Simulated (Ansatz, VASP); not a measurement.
# One calculation of Co, two programs

```
Co
1.0
     2.50740    0.00000    0.00000
     1.25370    2.17147    0.00000
     0.00000    0.00000    8.13980
Co
4
Direct
  0.66667 0.66667 0.12500
  0.66667 0.66667 0.62500
  0.33333 0.33333 0.37500
  0.33333 0.33333 0.87500
```

Alike in both runs: task single point; functional PBE; k mesh 14 × 14 × 4; occupations fermi-dirac, width 0.05 eV; collinear spin.

```csv
,VASP,Ansatz
version,VASP 6.6.1,Ansatz 0.2.0
potentials or method,"VASP PAW PBE potentials, release 64 (Co), cutoff 520 eV","all-electron LAPW, scalar-relativistic"
```

```csv
,VASP,Ansatz,Ansatz less VASP
gap on the k mesh at the Fermi level (eV),none,none,-
pressure (GPa),-5.5,-5.0,+0.48
"traceless stress, the component that is largest in VASP (GPa)",-0.45,-0.44,+0.011
rms of the force components (eV/Å),0.409,0.412,+0.0026
net moment per atom (μB),0.00,0.00,0.000
size of the moment on the site where the two differ most (μB),1.51,1.54,+0.033
```

Site moments also hang on the region over which each program counts them. Atom by atom the forces differ by 0.003 eV/Å (rms over components). A gap of «none» marks a metal or a gap that the smearing closes. Ansatz ran all-electron here, and VASP with PAW potentials. Ansatz's warnings: stability check not made.
